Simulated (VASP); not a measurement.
A run of VASP 6.6.1 is set up as follows.

INCAR

```
  PREC = Accurate
  ENCUT = 520
  EDIFF = 1E-6
  ISMEAR = 0
  SIGMA = 0.1
  LREAL = False
  LASPH = True
  NELM = 80
  ALGO = Normal
  ISIF = 2
  LWAVE = False
  LCHARG = False
  GGA = PE
  NBANDS = 9
```

The input KPOINTS:

```
Automatic mesh
0
Gamma
  14 14 14
```

POSCAR

```
Se
1.0
    2.7456390142      0.0000000000      0.0000000000
    0.0000000000      2.7456390142      0.0000000000
    0.0000000000      0.0000000000      2.7456390142
Se
1
Direct
    0.0000000000      0.0000000000      0.0000000000
```

Potentials or basis: VASP PAW PBE potentials, release 64 (Se).

The run is started by

```sh
$ cat potpaw_PBE.64/Se/POTCAR > POTCAR
$ mpirun -np 1 vasp_std > vasp.out
```

Question: Estimate the pressure.

Answer: 7.9 GPa.

Question: What does it give for the band gap on the k mesh?

Answer: Zero (band 3 reaches 8.98 eV, above the bottom of band 4 at 2.12 eV).

Caveat: the cell differs from its parent crystal (strained).
